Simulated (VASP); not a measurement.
A run of VASP 6.6.1:

The input INCAR:

```
PREC     = Accurate       # precision mode
ENCUT    = 520            # plane-wave cutoff, eV
EDIFF    = 1E-7           # SCF threshold, eV
ISMEAR   = 0              # smearing method
SIGMA    = 0.15           # smearing width, eV
LREAL    = False          # projectors in reciprocal space
LASPH    = True           # aspherical terms in the spheres
NELM     = 100            # most SCF steps
ALGO     = Fast           # electronic algorithm
ISIF     = 2              # what is computed and relaxed
LWAVE    = False          # write WAVECAR
LCHARG   = False          # write CHGCAR
GGA      = PE             # functional
NBANDS   = 13             # bands
```

Contents of KPOINTS:

```
regular mesh
0
Gamma
  22 22 22
```

The input POSCAR:

```
Mo
1.0
   -1.3949044564      1.6150310750      1.6150310750
    1.6150310750     -1.3949044564      1.6150310750
    1.6150310750      1.6150310750     -1.3949044564
Mo
1
Direct
    0.0000000000      0.0000000000      0.0000000000
```

Potentials or basis: VASP PAW PBE potentials, release 64 (Mo_sv).

Command:

```sh
$ cat potpaw_PBE.64/Mo_sv/POTCAR > POTCAR
$ mpirun -np 1 vasp_std > vasp.out
```

Hardware: 1 thread of Intel(R) Xeon(R) Platinum 8259CL CPU @ 2.50GHz (Skylake/Cascade Lake), with other jobs on the host.

**Question.** How long does it take, and how much memory?

**Answer.** It took 2.6 min on 1 thread of Intel(R) Xeon(R) Platinum 8259CL CPU @ 2.50GHz (Skylake/Cascade Lake), with other jobs on the host, peak memory 0.3 GiB. Counts: scf iterations 15, k points 1024.
